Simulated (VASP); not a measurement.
# Sb6Au (Fm-3m) in VASP: a series of runs

Runs on Sb6Au. Level: PBE. Tasks: single point, relaxation of cell and atoms.

Everything below comes from runs of VASP 6.6.1. Logs are shortened: lines on timing, memory, paths and dates and some standing lists are left out, and cuts for length are marked.

### Step 1. The cell of the first run

Symmetry: Fm-3m, No. 225, cubic system. The conventional cell has a = 11.064 Å, b = 11.064 Å, c = 11.064 Å, α = 90.00°, β = 90.00°, γ = 90.00°. Within 3.6 Å of Sb (site symmetry 4mm) lie 1 Au at 2.77 Å. Au (site symmetry m-3m) has 6 Sb at 2.77 Å within 3.6 Å.

### Step 2. Single point, PBE (atoms taken out)

The input, INCAR:

```
  PREC = Accurate
  ENCUT = 520
  EDIFF = 1E-7
  ISMEAR = 0
  SIGMA = 0.1
  LREAL = False
  LASPH = True
  NELM = 100
  ALGO = Normal
  ISIF = 2
  LWAVE = False
  LCHARG = False
  GGA = PE
  NBANDS = 30
```

The input, KPOINTS:

```
Automatic mesh
0
Gamma
  4 4 4
```

The input, POSCAR:

```
Sb6Au
1.0
    0.0000000000      5.5320817200      5.5320817200
    5.5320817200      0.0000000000      5.5320817200
    5.5320817200      5.5320817200      0.0000000000
Sb Au
6 1
Direct
    0.7500000000      0.2500000000      0.2500000000
    0.2500000000      0.7500000000      0.7500000000
    0.2500000000      0.7500000000      0.2500000000
    0.7500000000      0.2500000000      0.7500000000
    0.2500000000      0.2500000000      0.7500000000
    0.7500000000      0.7500000000      0.2500000000
    0.0000000000      0.0000000000      0.0000000000
```

Potentials or basis: VASP PAW PBE potentials, release 64 (Sb, Au).

The run is started by

```
> cat potpaw_PBE.64/Sb/POTCAR potpaw_PBE.64/Au/POTCAR > POTCAR
> mpirun -np 1 vasp_std > vasp.out
```

OUTCAR:

```text
PREC = Accurate
   ENCUT = 520
   EDIFF = 1E-7
   ISMEAR = 0
   LREAL = False
   LASPH = True
   NELM = 100
   ISIF = 2
   GGA = PE

 ion  position               nearest neighbor table
   1  0.750  0.250  0.250-   7 2.77
   2  0.250  0.750  0.750-   7 2.77
   3  0.250  0.750  0.250-   7 2.77
   4  0.750  0.250  0.750-   7 2.77
   5  0.250  0.250  0.750-   7 2.77
   6  0.750  0.750  0.250-   7 2.77
   7  0.000  0.000  0.000-   1 2.77   2 2.77   3 2.77   4 2.77   5 2.77   6 2.77

  LATTYP: Found a face centered cubic cell.
 ALAT       =    11.0641634400

  Lattice vectors:

 A1 = (   0.0000000000,   5.5320817200,   5.5320817200)
 A2 = (   5.5320817200,   0.0000000000,   5.5320817200)
 A3 = (   5.5320817200,   5.5320817200,   0.0000000000)

Analysis of symmetry for initial positions (statically):
=====================================================================
 Subroutine PRICEL returns:
 Original cell was already a primitive cell.

 Routine SETGRP: Setting up the symmetry group for a
 face centered cubic supercell.

 Subroutine GETGRP returns: Found 48 space group operations
 (whereof 48 operations were pure point group operations)
 out of a pool of 48 trial point group operations.

The static configuration has the point symmetry O_h .

Analysis of symmetry for dynamics (positions and initial velocities):
=====================================================================
 Subroutine PRICEL returns:
 Original cell was already a primitive cell.

 Routine SETGRP: Setting up the symmetry group for a
 face centered cubic supercell.

 Subroutine GETGRP returns: Found 48 space group operations
 (whereof 48 operations were pure point group operations)
 out of a pool of 48 trial point group operations.

The dynamic configuration has the point symmetry O_h .

 Subroutine INISYM returns: Found 48 space group operations
 (whereof 48 operations are pure point group operations),
 and found     1 'primitive' translations

----------------------------------------------------------------------------------------

                                     Primitive cell

  volume of cell :     338.6069

  direct lattice vectors                    reciprocal lattice vectors
     0.000000000  5.532081720  5.532081720    -0.090381890  0.090381890  0.090381890
     5.532081720  0.000000000  5.532081720     0.090381890 -0.090381890  0.090381890
     5.532081720  5.532081720  0.000000000     0.090381890  0.090381890 -0.090381890

  length of vectors
     7.823544997  7.823544997  7.823544997     0.156546025  0.156546025  0.156546025

  position of ions in fractional coordinates (direct lattice)
     0.750000000  0.250000000  0.250000000
     0.250000000  0.750000000  0.750000000
     0.250000000  0.750000000  0.250000000
     0.750000000  0.250000000  0.750000000
     0.250000000  0.250000000  0.750000000
     0.750000000  0.750000000  0.250000000
     0.000000000  0.000000000  0.000000000

  ion indices of the primitive-cell ions
   primitive index   ion index
                 1           1
                 2           2
                 3           3
                 4           4
                 5           5
                 6           6
                 7           7

----------------------------------------------------------------------------------------

 KPOINTS: Automatic mesh

Automatic generation of k-mesh.
 Grid dimensions read from file:
 generate k-points for:    4    4    4

 Generating k-lattice:

  Cartesian coordinates                     Fractional coordinates (reciprocal lattice)
    -0.022595472  0.022595472  0.022595472     0.250000000  0.000000000  0.000000000
     0.022595472 -0.022595472  0.022595472     0.000000000  0.250000000  0.000000000
     0.022595472  0.022595472 -0.022595472     0.000000000  0.000000000  0.250000000

  Length of vectors
     0.039136506  0.039136506  0.039136506

  Shift w.r.t. Gamma in fractional coordinates (k-lattice)
     0.000000000  0.000000000  0.000000000

 Subroutine IBZKPT returns following result:
 ===========================================

 Found      8 irreducible k-points:

 Following reciprocal coordinates:
            Coordinates               Weight
  0.000000  0.000000  0.000000      1.000000
  0.250000  0.000000  0.000000      8.000000
  0.500000  0.000000  0.000000      4.000000
  0.250000  0.250000  0.000000      6.000000
  0.500000  0.250000  0.000000     24.000000
 -0.250000  0.250000  0.000000     12.000000
  0.500000  0.500000  0.000000      3.000000
 -0.250000  0.500000  0.250000      6.000000
   k-points           NKPTS =      8   k-points in BZ     NKDIM =      8   number of bands    NBANDS=     30
   number of dos      NEDOS =    301   number of ions     NIONS =      7
   total plane-waves  NPLWV = 216000
   dimension x,y,z NGX =    60 NGY =   60 NGZ =   60
   dimension x,y,z NGXF=   120 NGYF=  120 NGZF=  120
   ions per type =               6   1
   NGX,Y,Z   is equivalent  to a cutoff of  12.75, 12.75, 12.75 a.u.
   NGXF,Y,Z  is equivalent  to a cutoff of  25.50, 25.50, 25.50 a.u.
 SYSTEM =  unknown system
   PREC   = accura    normal or accurate (medium, high low for compatibility)
   ISTART =      0    job   : 0-new  1-cont  2-samecut
   ICHARG =      2    charge: 1-file 2-atom 10-const
   ISPIN  =      1    spin polarized calculation?
   LNONCOLLINEAR =      F non collinear calculations
   LSORBIT =      F    spin-orbit coupling
   LASPH  =      T    aspherical Exc in radial PAW
   ENCUT  =  520.0 eV  38.22 Ry    6.18 a.u.  14.55 14.55 14.55*2*pi/ulx,y,z
   NELM   =    100;   NELMIN=  2; NELMDL= -5     # of ELM steps
   EDIFF  = 0.1E-06   stopping-criterion for ELM
   LREAL  =      F    real-space projection
   EDIFFG = 0.1E-05   stopping-criterion for IOM
   NSW    =      0    number of steps for IOM
   IBRION =     -1    ionic relax: 0-MD 1-quasi-New 2-CG
   NFREE  =      0    steps in history (QN), initial steepest desc. (CG)
   ISIF   =      2    stress and relaxation
   ISYM   =      2    0-nonsym 1-usesym 2-fastsym
   POTIM  = 0.5000    time-step for ionic-motion
   TEBEG  =    0.0;   TEEND  =   0.0 temperature during run
   PSTRESS=    0.0 pullay stress
   NELECT =      41.0000    total number of electrons
   NUPDOWN=      -1.0000    fix difference up-down
   EMIN   =  10.00;   EMAX   =-10.00  energy-range for DOS
   EFERMI =   0.00;   METHOD = LEGACY
   ISMEAR =     0;   SIGMA  =   0.10  broadening in eV -4-tet -1-fermi 0-gaus
   EFERMI_NEDOS =   21; number of points for ismear=-14 and -15
   IALGO  =     38    algorithm
   IMIX   =      4    mixing-type and parameters
     AMIX     =   0.40;   BMIX     =  1.00
     AMIX_MAG =   1.60;   BMIX_MAG =  1.00
  volume/ion in A,a.u.               =      48.37       326.43
  Fermi-wavevector in a.u.,A,eV,Ry     =   0.809911  1.530511  8.924830  0.655957
  Thomas-Fermi vector in A             =   1.918990
   LORBIT       =      0    0 simple, 1 ext, 2 COOP (PROOUT), +10 PAW based schemes
   GGA     = PE    functional components
   LHFCALC =     F    Hartree Fock is set to
   AEXX    =    0.0000 exact exchange contribution
   IVDW    =     0    specifies the selected vdW correction
   LEPSILON=     F    determine dielectric tensor
   LRPA    =     F    only Hartree local field effects (RPA)
 non-spin polarized calculation
 Gauss-broadening in eV      SIGMA  =   0.10
  energy-cutoff  :      520.00
  volume of cell :      338.61
 maximum number of plane-waves:      9185
 NGX is ok and might be reduce to    60
   NGX = 29   NGY = 29   NGZ = 29

 number of electron      40.9999998 magnetization

 Free energy of the ion-electron system (eV)
  ---------------------------------------------------
  ext. energy  EPLUGINS =         0.00000000
  ---------------------------------------------------
  free energy    TOTEN  =       -22.00927750 eV

  energy without entropy =      -21.95477132  energy(sigma->0) =      -21.98202441

 E-fermi :   2.2704     XC(G=0):  -7.4176

 val. band max:        2.1412188150   @ k =  -0.2500   0.2500   0.0000
 cond. band min:       2.2718126010   @ k =   0.2500   0.0000   0.0000
 fundamental gap:      0.1305937860
 Fermi energy:         2.2704248569

 k-point     1 :       0.0000    0.0000    0.0000
  band No.  band energies     occupation
      1      -7.9948      2.00000
      2      -6.3765      2.00000
      3      -6.3765      2.00000
      4      -6.3765      2.00000
      5      -6.2100      2.00000
      6      -6.2100      2.00000
[... 22 lines left out ...]
     29       5.0646      0.00000
     30       5.0646      0.00000

 k-point     2 :       0.2500    0.0000    0.0000
  band No.  band energies     occupation
      1      -7.8690      2.00000
      2      -6.6652      2.00000
      3      -6.4046      2.00000
      4      -6.4046      2.00000
      5      -6.1819      2.00000
      6      -6.1819      2.00000
[... 22 lines left out ...]
     29       4.7024      0.00000
     30       4.7435      0.00000

 k-point     3 :       0.5000    0.0000    0.0000
  band No.  band energies     occupation
      1      -7.6706      2.00000
      2      -7.0027      2.00000
      3      -6.4267      2.00000
      4      -6.4267      2.00000
      5      -6.1598      2.00000
      6      -6.1598      2.00000
[... 22 lines left out ...]
     29       4.5428      0.00000
     30       5.7152      0.00000

 k-point     4 :       0.2500    0.2500    0.0000
  band No.  band energies     occupation
      1      -7.8328      2.00000
      2      -6.6322      2.00000
      3      -6.4112      2.00000
      4      -6.4112      2.00000
      5      -6.2914      2.00000
      6      -6.1973      2.00000
[... 22 lines left out ...]
     29       5.0241      0.00000
     30       5.0912      0.00000

 k-point     5 :       0.5000    0.2500    0.0000
  band No.  band energies     occupation
      1      -7.6435      2.00000
      2      -6.9177      2.00000
      3      -6.4610      2.00000
      4      -6.4354      2.00000
      5      -6.2968      2.00000
      6      -6.1727      2.00000
[... 22 lines left out ...]
     29       4.6711      0.00000
     30       6.1109      0.00000

 k-point     6 :      -0.2500    0.2500    0.0000
  band No.  band energies     occupation
      1      -7.7027      2.00000
      2      -6.8845      2.00000
      3      -6.4463      2.00000
      4      -6.4285      2.00000
      5      -6.2477      2.00000
      6      -6.1574      2.00000
[... 22 lines left out ...]
     29       4.4587      0.00000
     30       5.5858      0.00000

 k-point     7 :       0.5000    0.5000    0.0000
  band No.  band energies     occupation
      1      -7.6117      2.00000
      2      -6.7992      2.00000
      3      -6.5147      2.00000
      4      -6.4446      2.00000
      5      -6.4446      2.00000
      6      -6.1845      2.00000
[... 22 lines left out ...]
     29       4.9850      0.00000
     30       6.7074      0.00000

 k-point     8 :      -0.2500    0.5000    0.2500
  band No.  band energies     occupation
      1      -7.5738      2.00000
      2      -6.9513      2.00000
      3      -6.4803      2.00000
      4      -6.4803      2.00000
      5      -6.3362      2.00000
      6      -6.1641      2.00000
[... 22 lines left out ...]
     29       4.3189      0.00000
     30       6.7299      0.00000

------------------------ aborting loop because EDIFF is reached ----------------------------------------

  FORCE on cell =-STRESS in cart. coord.  units (eV):
  Direction    XX          YY          ZZ          XY          YZ          ZX
  --------------------------------------------------------------------------------------
  -------------------------------------------------------------------------------------
  Total       -9.8806127     -9.8806127     -9.8806127     -0.0000000     -0.0000000     -0.0000000
  in kB      -46.7518394    -46.7518394    -46.7518394     -0.0000000     -0.0000000     -0.0000000
  external PRESSURE =     -46.7518394 kB  Pullay stress =       0.0000000 kB

 VOLUME and BASIS-vectors are now :
 -----------------------------------------------------------------------------
  energy-cutoff  :      520.00
  volume of cell :      338.61
      direct lattice vectors                 reciprocal lattice vectors
     0.000000000  5.532081720  5.532081720    -0.090381890  0.090381890  0.090381890
     5.532081720  0.000000000  5.532081720     0.090381890 -0.090381890  0.090381890
     5.532081720  5.532081720  0.000000000     0.090381890  0.090381890 -0.090381890

 POSITION                                       TOTAL-FORCE (eV/Angst)
 -----------------------------------------------------------------------------------
      2.76604      5.53208      5.53208         0.673143     -0.000000      0.000000
      8.29812      5.53208      5.53208        -0.673143     -0.000000      0.000000
      5.53208      2.76604      5.53208         0.000000      0.673143      0.000000
      5.53208      8.29812      5.53208         0.000000     -0.673143      0.000000
      5.53208      5.53208      2.76604         0.000000     -0.000000      0.673143
      5.53208      5.53208      8.29812         0.000000     -0.000000     -0.673143
      0.00000      0.00000      0.00000         0.000000     -0.000000      0.000000
 -----------------------------------------------------------------------------------
    total drift:                                0.000000     -0.000000     -0.000000

  FREE ENERGIE OF THE ION-ELECTRON SYSTEM (eV)
  ---------------------------------------------------
  free  energy   TOTEN  =       -22.0092775004 eV

  energy  without entropy=      -21.9547713157  energy(sigma->0) =      -21.98202441
```

Run time: 69 s. Hardware: 1 thread of AMD EPYC 9R45 (Zen 5), shared host; peak memory 0.44 GiB.

What came out:

| Property | Result |
| --- | --- |
| Free energy | -22.0093 eV |
| Pressure | -4.7 GPa |
| Band gap on the k mesh | zero (an odd number of electrons rules out a gap without spin polarisation) |

Caveat: the cell differs from its parent crystal (atoms taken out); the cell stands under tension; spin-orbit coupling is left out, which moves the levels of the heavy elements.

(Part 1 of 3 ends here.)

The gap in the log of VASP goes by the Fermi energy; the results here count the filled bands.